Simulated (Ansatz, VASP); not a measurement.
**SiWS2N: VASP beside Ansatz**

```
CELL_PARAMETERS angstrom
4.72568 0.00000 0.00000
0.00000 4.72568 0.00000
0.00000 0.00000 3.23564
ATOMIC_POSITIONS crystal
Si 0.00000 0.00000 0.00000
W 0.50000 0.50000 0.50000
S 0.50000 0.00000 0.00000
S 0.00000 0.50000 0.00000
N 0.00000 0.00000 0.50000
```

Alike in both runs: functional PBE; k mesh 10 × 10 × 10; occupations gaussian, width 0.1 eV; collinear spin.

Ansatz relaxed the structure, and its values are those at the end. VASP's run is a single point on that final structure, the one shown.

|  | VASP | Ansatz |
| --- | --- | --- |
| version | VASP 6.6.1 | Ansatz 0.2.0 |
| potentials or method | VASP PAW PBE potentials, release 64 (Si, W_sv, S, N), cutoff 520 eV | scalar-relativistic, plane waves, PAW |
| valence electrons in the cell | 35 | 35 |

```tsv
	VASP	Ansatz	Ansatz less VASP
gap on the k mesh at the Fermi level (eV)	none	none	-
pressure (GPa)	-0.1	0.0	+0.09
net moment per atom (μB)	0.45	0.45	0.000
size of the moment on the site where the two differ most (μB)	1.79	1.71	-0.077
```

Site moments also hang on the region over which each program counts them. A gap of «none» marks a metal or a gap that the smearing closes.

Spin-orbit coupling is off throughout.
